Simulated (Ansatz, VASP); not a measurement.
# One calculation of CaB2, two programs

```
Ca B
1.0
     3.21919    0.00000    0.00000
    -1.60959    2.78790    0.00000
     0.00000    0.00000    4.07152
Ca B
1 2
Cartesian
  0.0000 0.0000 0.0000
  0.0000 1.8586 2.0358
  1.6096 0.9293 2.0358
```

Alike in both runs: functional PBE; k mesh 18 × 18 × 10; occupations gaussian, width 0.1 eV; no spin polarisation.

Ansatz relaxed the structure, and its values are those at the end. VASP's run is a single point on that final structure, the one shown.

|  | VASP | Ansatz |
| --- | --- | --- |
| version | VASP 6.6.1 | Ansatz 0.2.0 |
| potentials or method | VASP PAW PBE potentials, release 64 (Ca_sv, B), cutoff 520 eV | scalar-relativistic, plane waves, PAW |
| valence electrons in the cell | 16 | 16 |

|  | VASP | Ansatz | Ansatz less VASP |
| --- | --- | --- | --- |
| gap on the k mesh at the Fermi level (eV) | none | none | - |
| pressure (GPa) | 0.3 | 0.0 | -0.30 |

A gap of «none» marks a metal or a gap that the smearing closes. The functional is the same, so the differences come from potentials, cutoffs and numerics.
